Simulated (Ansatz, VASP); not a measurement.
# One calculation of Nb, two programs

File INCAR:

```
SYSTEM = Nb
AGGAC = 1.0 ; AGGAX = 1.0
ALDAC = 0.0 ; ALDAX = 1.0
ALGO = Normal ; EDIFF = 1E-7
ENCUT = 520 ; GGA = B5
ISIF = 2 ; ISMEAR = -1
LASPH = .TRUE. ; LCHARG = .TRUE.
LELF = .TRUE. ; LREAL = .FALSE.
LVHAR = .TRUE. ; LWAVE = .FALSE.
NBANDS = 12 ; NELM = 60
PREC = Accurate ; SIGMA = 0.1
```

Contents of KPOINTS:

```
k-points
0
G
  14 14 14
  0 0 0
```

POSCAR

```
Nb
1.0
    0.0000000000      2.1364114232      2.1364114232
    2.1364114232      0.0000000000      2.1364114232
    2.1364114232      2.1364114232      0.0000000000
Nb
1
Direct
    0.0000000000      0.0000000000      0.0000000000
```

Input for Ansatz:

```yaml
crystal:
  lattice:
    - [0.0, 2.1364114232, 2.1364114232]
    - [2.1364114232, 0.0, 2.1364114232]
    - [2.1364114232, 2.1364114232, 0.0]
  atoms:
    - { symbol: Nb, position: [0.0, 0.0, 0.0] }
hamiltonian:
  xc: blyp
  pseudopotentials:
    kind: paw
    azcp:
      Nb: "pseudopotentials/Nb.paw.azcp"
basis:
  ecutwfc: 420
  fft_grid_basis: typed
kpoints:
  mp_grid: { grid: [14, 14, 14], shift: [0, 0, 0] }
magnetization:
  spin_polarized: false
scf:
  occupations: { method: fermi_dirac, width: 0.1 }
  lower_state_search: "off"
output:
  stress: true
  write_density: true
  write_potential: true
  elf: true
  volumetric_format: npy
```

Alike in both runs: task single point; functional BLYP; k mesh 14 × 14 × 14; occupations fermi-dirac, width 0.1 eV; no spin polarisation.

|  | VASP | Ansatz |
| --- | --- | --- |
| version | VASP 6.6.1 | Ansatz 0.2.0 |
| potentials or method | VASP PAW PBE potentials, release 64 (Nb_sv), cutoff 520 eV | plane waves (420 eV) with PAW, scalar-relativistic |
| valence electrons in the cell | 13 | 13 |

```csv
,VASP,Ansatz,Ansatz less VASP
pressure (GPa),-0.3,-0.3,+0.03
```

VASP's potentials were made for PBE, not for BLYP.
